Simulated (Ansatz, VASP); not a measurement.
## YF5: VASP beside Ansatz

```xyz
6
Lattice="4.2341 0.0000 0.0000 0.0000 4.2341 0.0000 0.0000 0.0000 4.8785" Properties=species:S:1:pos:R:3 pbc="T T T"
Y     2.1171    2.1171    4.1234
F     0.7671    0.0000    1.5409
F     3.4670    0.0000    1.5409
F     0.0000    0.7671    1.5409
F     0.0000    3.4670    1.5409
F     2.1171    2.1171    1.9312
```

Alike in both runs: task single point; functional PBE; k mesh 4 × 4 × 4; occupations gaussian, width 0.1 eV; collinear spin.

|  | VASP | Ansatz |
| --- | --- | --- |
| version | VASP 6.6.1 | Ansatz 0.2.0 |
| potentials or method | VASP PAW PBE potentials, release 64 (Y_sv, F), cutoff 520 eV | scalar-relativistic, plane waves, PAW |
| valence electrons in the cell | 46 | 46 |

Ansatz gave:

* gap on the k mesh at the Fermi level (eV): none
* rms of the force components (eV/Å): 39.985
* net moment per atom (μB): 0.01

Task: Which values does VASP return?

Result: gap on the k mesh at the Fermi level (eV): none; rms of the force components (eV/Å): 45.043; net moment per atom (μB): 0.01.

Atom by atom the forces differ by 5.058 eV/Å (rms over components). A gap of «none» marks a metal or a gap that the smearing closes. Ansatz's warnings: seeded moment not kept.

The k mesh is coarse, so the values compare programs but aren't converged. Noted on VASP's run: the standard files for N, O and F lose accuracy on very short bonds.
